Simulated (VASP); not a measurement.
Here is a VASP 6.6.1 calculation.

File INCAR:

```
SYSTEM = Ta
  PREC = Accurate
  ENCUT = 520
  EDIFF = 1E-6
  ISMEAR = 0
  SIGMA = 0.15
  LREAL = .FALSE.
  LASPH = .TRUE.
  NELM = 60
  ALGO = Fast
  ISIF = 2
  LWAVE = .FALSE.
  LCHARG = .FALSE.
  GGA = PE
  NBANDS = 12
```

Contents of KPOINTS:

```
regular mesh
0
G
  20 20 20
  0 0 0
```

Contents of POSCAR:

```
Ta
1.0
   -1.7260705724      1.7260705724      1.6259584792
    1.7260705724     -1.7260705724      1.6259584792
    1.7260705724      1.7260705724     -1.6259584792
Ta
1
Direct
    0.0000000000      0.0000000000      0.0000000000
```

Potentials or basis: VASP PAW PBE potentials, release 64 (Ta_pv).

Run with:

```sh
$ cat potpaw_PBE.64/Ta_pv/POTCAR > POTCAR
$ mpirun -np 1 vasp_std > vasp.out
```

**Question.** What does it give for the pressure?

**Answer.** -9.8 GPa.

Stress tensor (GPa, compression positive):
```
-11.29   0.00   0.00
  0.00 -11.29   0.00
  0.00   0.00  -6.72
```
